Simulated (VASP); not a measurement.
Si2Mo, 9 atoms in the cell. Symmetry: P3_212, No. 153, trigonal system. Conventional cell: a = 4.574 Å, b = 4.574 Å, c = 6.567 Å, α = 90.00°, β = 90.00°, γ = 120.00°. Within 3.4 Å of Si (site symmetry 2) lie 5 Mo at 2.55 to 2.66 Å and 9 Si at 2.56 to 3.33 Å. Within 3.4 Å of Si (site symmetry 2) lie 9 Si at 2.56 to 3.38 Å and 5 Mo at 2.59 to 2.72 Å. Within 3.4 Å of Mo (site symmetry 2) lie 10 Si at 2.55 to 2.72 Å and 4 Mo at 3.05 to 3.29 Å.  This cell differs from its parent crystal: mode 4 (193.4 1/cm) frozen in, largest displacement +0.150 Å.

| Property | Result |
| --- | --- |
| Program | VASP 6.6.1 |
| Task | single point |
| Functional | PBEsol |
| Potentials or basis | VASP PAW PBE potentials, release 64 (Si, Mo_sv) |
| Cutoff | 520 eV |
| k mesh | 12 × 12 × 6 |
| Occupations | gaussian, width 0.15 eV |
| Spin | no spin polarisation |
| Dipole correction | no |
| Further INCAR settings | ALGO = Normal; EDIFF = 1e-07; NBANDS = 43 |

Potentials or basis: VASP PAW PBE potentials, release 64 (Si, Mo_sv).

Run with:

```sh
$ cat potpaw_PBE.64/Si/POTCAR potpaw_PBE.64/Mo_sv/POTCAR > POTCAR
$ mpirun -np 1 vasp_std > vasp.out
```

Hardware: 1 thread of AMD EPYC 9R14 (Zen 4), with other jobs on the host.

Q: Estimate the wall time of this run.

A: It took 9 min on 1 thread of AMD EPYC 9R14 (Zen 4), with other jobs on the host, peak memory 0.46 GiB. Counts: scf iterations 14, k points 100.
